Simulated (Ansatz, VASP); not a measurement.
## Two plane-wave programs on MoSe

```xyz
2
Lattice="0.0000 2.8009 2.8009 2.8009 0.0000 2.8009 2.8009 2.8009 0.0000" Properties=species:S:1:pos:R:3 pbc="T T T"
Mo    0.0000    0.0000    0.0000
Se    1.4005    1.4005    1.4005
```

Alike in both runs: task single point; functional PBE; k mesh 12 × 12 × 12; occupations gaussian, width 0.1 eV; no spin polarisation.

```csv
,VASP,Ansatz
version,VASP 6.6.1,Ansatz 0.2.0
potentials or method,"VASP PAW PBE potentials, release 64 (Mo_sv, Se), cutoff 520 eV","scalar-relativistic, plane waves, PAW"
valence electrons in the cell,20,30
```

Ansatz gave:

| Quantity | Value |
| --- | --- |
| gap on the k mesh at the Fermi level (eV) | none |
| pressure (GPa) | 2.8 |

Problem. Estimate VASP's values.

Solution. gap on the k mesh at the Fermi level (eV): none; pressure (GPa): 3.0.

A gap of «none» marks a metal or a gap that the smearing closes. VASP's potentials hold 20 valence electrons a cell and Ansatz's 30, so a difference there can come from the potentials and not from the codes.
